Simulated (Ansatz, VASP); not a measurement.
BSe2 in VASP and in Ansatz

INCAR

```
SYSTEM = BSe2
PREC = Accurate
ENCUT = 600
EDIFF = 1E-6
ISMEAR = 0
SIGMA = 0.1
LREAL = .FALSE.
LASPH = .TRUE.
NELM = 80
ALGO = Normal
ISIF = 3
LWAVE = .FALSE.
LCHARG = .FALSE.
GGA = PE
IBRION = 2
NSW = 90
EDIFFG = -0.04
```

Contents of KPOINTS:

```
Automatic mesh
0
G
  4 4 4
  0 0 0
```

The input POSCAR:

```
BSe2
1.0
    4.1448689830      0.0000000000      0.0000000000
    0.0000000000      4.1448689830      0.0000000000
    0.0000000000      0.0000000000      6.3242477394
B Se
2 4
Direct
    0.0000000000      0.5000000000      0.7000000000
    0.5000000000      0.0000000000      0.3000000000
    0.0000000000      0.0000000000      0.0000000000
    0.5000000000      0.5000000000      0.0000000000
    0.0000000000      0.5000000000      0.2700000000
    0.5000000000      0.0000000000      0.7300000000
```

Input for Ansatz:

```yaml
crystal:
  lattice:
    - [4.144868983, 0.0, 0.0]
    - [0.0, 4.144868983, 0.0]
    - [0.0, 0.0, 6.3242477394]
  atoms:
    - { symbol: B, position: [0.0, 0.5, 0.7] }
    - { symbol: B, position: [0.5, 0.0, 0.3] }
    - { symbol: Se, position: [0.0, 0.0, 0.0] }
    - { symbol: Se, position: [0.5, 0.5, 0.0] }
    - { symbol: Se, position: [0.0, 0.5, 0.27] }
    - { symbol: Se, position: [0.5, 0.0, 0.73] }
basis:
  ecutwfc: 420
kpoints:
  mp_grid: { grid: [4, 4, 4] }
hamiltonian:
  xc: pbe
scf:
  occupations: { method: gaussian, width: 0.1 }
  lower_state_search: "off"
output:
  forces: true
  stress: true
  eigenvalues: true
relax:
  adjacent_minimum: "off"
  f_tol: 0.04
  max_steps: 70
  cell: { stress_tol: 0.4 }
```

Alike in both runs: task relaxation of cell and atoms; functional PBE; k mesh 4 × 4 × 4; occupations gaussian, width 0.1 eV; no spin polarisation.

|  | VASP | Ansatz |
| --- | --- | --- |
| version | VASP 6.6.1 | Ansatz 0.2.0 |
| potentials or method | VASP PAW PBE potentials, release 64 (B, Se), cutoff 600 eV | scalar-relativistic, plane waves, PAW |
| valence electrons in the cell | 30 | 70 |

VASP gave:

* gap on the k mesh at the Fermi level, each at its own relaxed structure (eV): none
* relaxed volume (Å³/atom): 17.38
* relaxed cell length with the largest relative difference (Å): 5.846

Question: Estimate Ansatz's values.

Answer: gap on the k mesh at the Fermi level, each at its own relaxed structure (eV): none; relaxed volume (Å³/atom): 17.30; relaxed cell length with the largest relative difference (Å): 5.834.

A gap of «none» marks a metal or a gap that the smearing closes. VASP's potentials hold 30 valence electrons a cell and Ansatz's 70, so a difference there can come from the potentials and not from the codes.

The k mesh is coarse, so the values compare programs but aren't converged.
